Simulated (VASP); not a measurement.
Crystal: CdSe.

```
Cd Se
1.0
     0.00000    2.84295    2.84295
     2.84295    0.00000    2.84295
     2.84295    2.84295    0.00000
Cd Se
1 1
Direct
  0.00000 0.00000 0.00000
  0.50000 0.50000 0.50000
```

Base run:

| Item | Value |
| --- | --- |
| Program | VASP 6.6.1 |
| Functional | PBEsol |
| Potentials or basis | VASP PAW PBE potentials, release 64 (Cd, Se) |
| Cutoff | 500 eV |
| k mesh | 6 × 6 × 6 |
| Occupations | fermi-dirac, width 0.02 eV |
| Spin | no spin polarisation |

Its results: band gap on the k mesh zero (bands 9 and 10 overlap by 0.51 eV); pressure -1.6 GPa.

Question: After a change of settings the same cell gave: band gap on the k mesh 2.56 eV (least direct gap 4.09 eV); pressure -2.9 GPa. Which change was it?
A. occupations from fermi-dirac, width 0.02 eV to tetrahedron
B. k mesh from 6 × 6 × 6, through Γ to 6 × 6 × 6, shifted; further incar settings from ALGO = Normal; EDIFF = 1e-06; NBANDS = 16 to ALGO = Normal; EDIFF = 1e-06; NBANDS = 16; ISYM = 0
C. occupations from fermi-dirac, width 0.02 eV to methfessel-paxton, width 0.5 eV
D. functional from PBEsol to PBE-based screened hybrid with 75 % exact exchange; cutoff from 500 eV to 400 eV; k mesh from 6 × 6 × 6 to 4 × 4 × 4

Answer: D.

Caveats: some runs use coarse meshes; the PAW data sets were made with another functional, which shifts forces and pressure a little; semilocal functionals underestimate gaps, so a narrow gap can read as zero (at least some runs).
